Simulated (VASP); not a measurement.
Wanted: the native input for a VASP 6.6.1 run.

```
Task                   : single point
Functional             : PBE
Potentials or basis    : VASP PAW PBE potentials, release 64 (Ga_d, N)
Cutoff                 : 520 eV
k mesh                 : 10 × 10 × 10
Occupations            : gaussian, width 0.014 eV
Spin                   : no spin polarisation
Dipole correction      : no
Further INCAR settings : ALGO = Normal; EDIFF = 1e-06; NBANDS = 16
```

The structure of GaN lies in POSCAR:

```
GaN
1.0
    0.0000000000      2.2535006075      2.2535006075
    2.2535006075      0.0000000000      2.2535006075
    2.2535006075      2.2535006075      0.0000000000
Ga N
1 1
Direct
    0.0000000000      0.0000000000      0.0000000000
    0.2500000000      0.2500000000      0.2500000000
```

The input as run:

INCAR

```
SYSTEM = GaN
PREC = Accurate ; ENCUT = 520
EDIFF = 1E-6 ; ISMEAR = 0
SIGMA = 0.014 ; LREAL = .False.
LASPH = .True. ; NELM = 60
ALGO = Normal ; ISIF = 2
LWAVE = .False. ; LCHARG = .False.
GGA = PE ; NBANDS = 16
```

KPOINTS

```
regular mesh
0
Gamma
  10 10 10
  0 0 0
```

Potentials or basis: VASP PAW PBE potentials, release 64 (Ga_d, N).

Command:

```bash
$ cat potpaw_PBE.64/Ga_d/POTCAR potpaw_PBE.64/N/POTCAR > POTCAR
$ mpirun -np 1 vasp_std > vasp.out
```

It gave:

| Item | Value |
| --- | --- |
| Pressure | 5.1 GPa |
| Band gap on the k mesh | 1.72 eV, direct |

It took 15 s on 1 thread of AMD EPYC 7R43 64-Core Processor (Zen 3) (shared host), peak memory 0.11 GiB.
